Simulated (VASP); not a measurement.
# LuHfO (P4/mmm) in VASP: a series of runs, part 2 of 2

VASP 6.6.1.

**5. Single point, PBE**

This run uses another cell than the first one, of 16.74 Å³/atom.

Input file INCAR:

```
PREC = Accurate ; ENCUT = 520
EDIFF = 1E-6 ; ISMEAR = 0
SIGMA = 0.1 ; LREAL = False
LASPH = True ; NELM = 60
ALGO = Normal ; ISIF = 2
LWAVE = False ; LCHARG = False
GGA = PE ; NBANDS = 28
```

Input file KPOINTS:

```
regular mesh
0
Gamma
  14 14 10
```

Input file POSCAR:

```
LuHfO
1.0
    3.3839220885      0.0000000000      0.0000000000
    0.0000000000      3.3839220885      0.0000000000
    0.0000000000      0.0000000000      4.3850681533
Lu Hf O
1 1 1
Direct
    0.0000000000      0.0000000000      0.0000000000
    0.5000000000      0.5000000000      0.5000000000
    0.5000000000      0.5000000000      0.0000000000
```

Potentials or basis: VASP PAW PBE potentials, release 64 (Lu, Hf_pv, O).

Launch:

```console
$ cat potpaw_PBE.64/Lu/POTCAR potpaw_PBE.64/Hf_pv/POTCAR potpaw_PBE.64/O/POTCAR > POTCAR
$ mpirun -np 1 vasp_std > vasp.out
```

OUTCAR:

```text
PREC = Accurate
   ENCUT = 520
   EDIFF = 1E-6
   ISMEAR = 0
   LREAL = False
   LASPH = True
   NELM = 60
   ISIF = 2
   GGA = PE

 ion  position               nearest neighbor table
   1  0.000  0.000  0.000-   3 2.39   3 2.39   3 2.39   3 2.39   2 3.25   2 3.25   2 3.25   2 3.25
                             2 3.25   2 3.25   2 3.25   2 3.25
   2  0.500  0.500  0.500-   3 2.19   3 2.19   1 3.25   1 3.25   1 3.25   1 3.25   1 3.25   1 3.25
                             1 3.25   1 3.25
   3  0.500  0.500  0.000-   2 2.19   2 2.19   1 2.39   1 2.39   1 2.39   1 2.39

  LATTYP: Found a simple tetragonal cell.
 ALAT       =     3.3839220885
 C/A-ratio  =     1.2958537574
[... 934 lines left out ...]

 [... further k-points ...]
[... 5 lines left out ...]
  --------------------------------------------------------------------------------------
  -------------------------------------------------------------------------------------
  Total        0.1011242      0.1011242     -0.4320573      0.0000000      0.0000000     -0.0000000
  in kB        3.2266252      3.2266252    -13.7858908      0.0000000      0.0000000     -0.0000000
  external PRESSURE =      -2.4442134 kB  Pullay stress =       0.0000000 kB

 VOLUME and BASIS-vectors are now :
 -----------------------------------------------------------------------------
  energy-cutoff  :      520.00
  volume of cell :       50.21
      direct lattice vectors                 reciprocal lattice vectors
     3.383922088  0.000000000  0.000000000     0.295515078  0.000000000  0.000000000
     0.000000000  3.383922088  0.000000000     0.000000000  0.295515078  0.000000000
     0.000000000  0.000000000  4.385068153     0.000000000  0.000000000  0.228046627

 POSITION                                       TOTAL-FORCE (eV/Angst)
 -----------------------------------------------------------------------------------
      0.00000      0.00000      0.00000         0.000000      0.000000      0.000000
      1.69196      1.69196      2.19253         0.000000      0.000000      0.000000
      1.69196      1.69196      0.00000         0.000000      0.000000      0.000000
 -----------------------------------------------------------------------------------
    total drift:                                0.000000      0.000000     -0.000000

  FREE ENERGIE OF THE ION-ELECTRON SYSTEM (eV)
  ---------------------------------------------------
  free  energy   TOTEN  =       -24.5709295192 eV

  energy  without entropy=      -24.5632026715  energy(sigma->0) =      -24.56706610
```

stdout:

```text
POSCAR found type information on POSCAR LuHfO
 POSCAR found :  3 types and       3 ions
 scaLAPACK will be used
 LDA part: xc-table for (Slater+PW92), standard interpolation
 POSCAR, INCAR and KPOINTS ok, starting setup
 FFT: planning ... GRIDC
 FFT: planning ... GRID_SOFT
 FFT: planning ... GRID
 WAVECAR not read
 entering main loop
```

Run time: 5.7 min. Hardware: 1 thread of AMD EPYC 9R45 (Zen 5), shared host; peak memory 0.41 GiB.

Results:

| Property | Result |
| --- | --- |
| Free energy | -24.5709 eV |
| Pressure | -0.2 GPa |
| Band gap on the k mesh | zero (an odd number of electrons rules out a gap without spin polarisation) |

Levels at points of the mesh, in eV from the Fermi level:
| k point | band 16 | band 17 | band 18 | band 19 | band 20 | band 21 | band 22 | band 23 | band 24 | band 25 |
| --- | --- | --- | --- | --- | --- | --- | --- | --- | --- | --- |
| (0.00, 0.00, 0.00) | -4.94 | -4.79 | -4.42 | -4.42 | -2.20 | 0.91 | 0.91 | 1.93 | 2.19 | 3.07 |
| (0.50, 0.00, 0.00) | -4.99 | -4.95 | -4.93 | -1.88 | -1.31 | -0.38 | 2.02 | 2.03 | 2.56 | 3.43 |
| (0.50, 0.50, 0.00) | -4.87 | -4.87 | -4.70 | -2.77 | -1.97 | -1.97 | 3.48 | 3.48 | 3.77 | 4.97 |
| (0.00, 0.00, 0.50) | -4.93 | -4.52 | -4.52 | -3.69 | -0.62 | -0.60 | -0.26 | 3.08 | 3.08 | 3.60 |
| (0.50, 0.00, 0.50) | -4.95 | -4.94 | -4.93 | -2.39 | 0.12 | 0.31 | 0.82 | 3.78 | 3.82 | 4.52 |
| (0.50, 0.50, 0.50) | -4.92 | -4.92 | -4.88 | -1.26 | -0.47 | -0.47 | 1.78 | 1.78 | 3.48 | 4.55 |

Caveat: spin-orbit coupling is left out, which moves the levels of the heavy elements; an odd number of electrons without spin polarisation forces a metal; a magnetic or distorted state may lie lower.

**6. Relaxation of cell and atoms, PBE**

This run uses another cell than the first one, of 16.77 Å³/atom.

Input file INCAR:

```
PREC     = Accurate       # precision mode
ENCUT    = 600            # plane-wave cutoff, eV
EDIFF    = 1E-7           # SCF threshold, eV
ISMEAR   = 0              # smearing method
SIGMA    = 0.1            # smearing width, eV
LREAL    = False          # projectors in reciprocal space
LASPH    = True           # aspherical terms in the spheres
NELM     = 80             # most SCF steps
ALGO     = Normal         # electronic algorithm
ISIF     = 3              # what is computed and relaxed
LWAVE    = False          # write WAVECAR
LCHARG   = False          # write CHGCAR
GGA      = PE             # functional
IBRION   = 2              # ionic algorithm
NSW      = 100            # ionic steps
EDIFFG   = -0.01          # ionic threshold
```

Input file KPOINTS:

```
Automatic mesh
0
Gamma
  14 14 10
```

Input file POSCAR:

```
LuHfO
1.0
    3.3911513217      0.0000000000      0.0000000000
    0.0000000000      3.3911513217      0.0000000000
    0.0000000000      0.0000000000      4.3741220747
Lu Hf O
1 1 1
Direct
    0.0000000000      0.0000000000      0.0000000000
    0.5000000000      0.5000000000      0.5000000000
    0.5000000000      0.5000000000      0.0000000000
```

Potentials or basis: VASP PAW PBE potentials, release 64 (Lu, Hf_pv, O).

Launch:

```console
$ cat potpaw_PBE.64/Lu/POTCAR potpaw_PBE.64/Hf_pv/POTCAR potpaw_PBE.64/O/POTCAR > POTCAR
$ mpirun -np 1 vasp_std > vasp.out
```

It took 12 min on 1 thread of AMD EPYC 9R45 (Zen 5), shared host; peak memory 0.46 GiB.

It converged, with:

| Quantity | Value |
| --- | --- |
| Free energy | -24.5761 eV |
| Relaxed volume | 16.74 Å³/atom |
| Relaxed cell | a = 3.397 Å, b = 3.397 Å, c = 4.353 Å, α = 90.00°, β = 90.00°, γ = 90.00° |
| Space group after relaxing (to 0.1 Å) | P4/mmm (No. 123) |
| Energy gained by relaxing | 0.3 meV/atom |
| Ionic steps | 4 |
| Pressure after relaxing | 0.0 GPa |
| Band gap on the k mesh | zero (an odd number of electrons rules out a gap without spin polarisation) |

The path:
```tsv
step	energy change (eV)	largest force (eV/Å)	pressure (GPa)	volume (Å³)
1	0.0000	0.0000	-0.36	50.30
2	-0.0005	0.0000	0.57	50.02
3	-0.0007	0.0000	0.25	50.11
4	-0.0009	0.0000	0.04	50.23
```

Final structure:
```yaml
crystal:
  lattice:
    - [3.39720, 0.00000, 0.00000]
    - [0.00000, 3.39720, 0.00000]
    - [0.00000, 0.00000, 4.35260]
  atoms:
    - { symbol: Lu, position: [0.00000, 0.00000, 0.00000] }
    - { symbol: Hf, position: [0.50000, 0.50000, 0.50000] }
    - { symbol: O, position: [0.50000, 0.50000, 0.00000] }
```

Levels at points of the mesh, in eV from the Fermi level:
| k point | band 17 | band 18 | band 19 | band 20 | band 21 | band 22 | band 23 | band 24 |
| --- | --- | --- | --- | --- | --- | --- | --- | --- |
| (0.00, 0.00, 0.00) | -4.82 | -4.47 | -4.47 | -2.24 | 0.88 | 0.88 | 2.00 | 2.15 |
| (0.50, 0.00, 0.00) | -4.97 | -4.95 | -1.90 | -1.33 | -0.35 | 1.99 | 2.00 | 2.51 |
| (0.50, 0.50, 0.00) | -4.90 | -4.73 | -2.78 | -1.96 | -1.96 | 3.43 | 3.43 | 3.69 |
| (0.00, 0.00, 0.50) | -4.58 | -4.58 | -3.69 | -0.63 | -0.60 | -0.27 | 3.01 | 3.01 |
| (0.50, 0.00, 0.50) | -4.96 | -4.96 | -2.45 | 0.21 | 0.31 | 0.74 | 3.73 | 3.84 |
| (0.50, 0.50, 0.50) | -4.95 | -4.91 | -1.24 | -0.50 | -0.50 | 1.85 | 1.85 | 3.53 |

Caveat: spin-orbit coupling is left out, which moves the levels of the heavy elements; an odd number of electrons without spin polarisation forces a metal; a magnetic or distorted state may lie lower.

**7. Overview**

| task | cell | k mesh | cutoff (eV) | gap on the mesh (eV) | pressure (GPa) | relaxed volume (Å³/atom) |
| --- | --- | --- | --- | --- | --- | --- |
| single point | a = 3.614, b = 3.614, c = 3.681 Å, 3 atoms | 6 × 6 × 6 | 520 | none | 36.7 | - |
| single point | a = 3.391, b = 3.391, c = 4.374 Å, 3 atoms | 6 × 6 × 6 | 520 | none | -0.2 | - |
| relaxation of cell and atoms | relaxed from a = 3.614, b = 3.614, c = 3.681 Å, 3 atoms | 6 × 6 × 6 | 600 | none | 0.2 | 16.74 |
| single point | a = 3.384, b = 3.384, c = 4.385 Å, 3 atoms | 14 × 14 × 10 | 520 | none | -0.2 | - |
| relaxation of cell and atoms | relaxed from a = 3.391, b = 3.391, c = 4.374 Å, 3 atoms | 14 × 14 × 10 | 600 | none | 0.0 | 16.74 |

Alike in all rows: level PBE; potentials or basis VASP PAW PBE potentials, release 64 (Lu, Hf_pv, O); no spin polarisation; smearing gaussian 0.1 eV.

Caveats: spin-orbit coupling is left out, which moves the levels of the heavy elements; an odd number of electrons without spin polarisation forces a metal; a magnetic or distorted state may lie lower; the cell stands under pressure (at least some runs); a cell axis changed by over 15 % at a fixed basis, so the end point is rough (at least some runs).

Absolute energies hang on the potentials; compare differences alone.
